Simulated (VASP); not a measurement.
**KNaF2: single point with r2SCAN**

The system is KNaF2.

```
CELL_PARAMETERS angstrom
1.73914 1.00409 5.81551
-1.73914 1.00409 5.81551
0.00000 -2.00819 5.81551
ATOMIC_POSITIONS crystal
Na 0.00000 0.00000 0.00000
K 0.50000 0.50000 0.50000
F 0.26110 0.26110 0.26110
F 0.73890 0.73890 0.73890
```

```json
{
  "Program": "VASP 6.6.1",
  "Task": "single point",
  "Functional": "r2SCAN",
  "Potentials or basis": "VASP PAW PBE potentials, release 64 (Na_pv, K_sv, F)",
  "Cutoff": "520 eV",
  "k mesh": "8 × 8 × 8",
  "Occupations": "gaussian, width 0.01 eV",
  "Spin": "no spin polarisation"
}
```

* Pressure: -0.2 GPa
* Largest force: 0.034 eV/Å
* Band gap on the k mesh: 6.99 eV, direct

Forces on the atoms (eV/Å):
```
Na   0.000  0.000  0.000
K    0.000  0.000  0.000
F    0.000  0.000  0.034
F    0.000  0.000 -0.034
```

Stress tensor (GPa, compression positive):
```
-0.20  0.00  0.00
 0.00 -0.20  0.00
 0.00  0.00 -0.07
```

Levels at points of the mesh, in eV from the valence-band top:
```tsv
k point	band 13	band 14	band 15	band 16	band 17	band 18
(0.00, 0.00, 0.00)	-0.05	-0.05	0.00	6.99	9.98	11.38
(0.50, 0.00, 0.00)	-0.47	-0.16	-0.14	9.20	11.15	11.83
(0.50, 0.50, 0.00)	-0.34	-0.30	-0.21	9.09	11.70	11.87
(0.50, 0.50, 0.50)	-0.21	-0.19	-0.19	8.31	8.88	10.60
```

It took 9.1 min on 1 thread of Intel(R) Xeon(R) Platinum 8559C (Emerald Rapids), with other jobs on the host, peak memory 0.4 GiB.

Caveat: the PAW data sets were made with another functional, which shifts forces and pressure a little. A k mesh can miss the band edges.
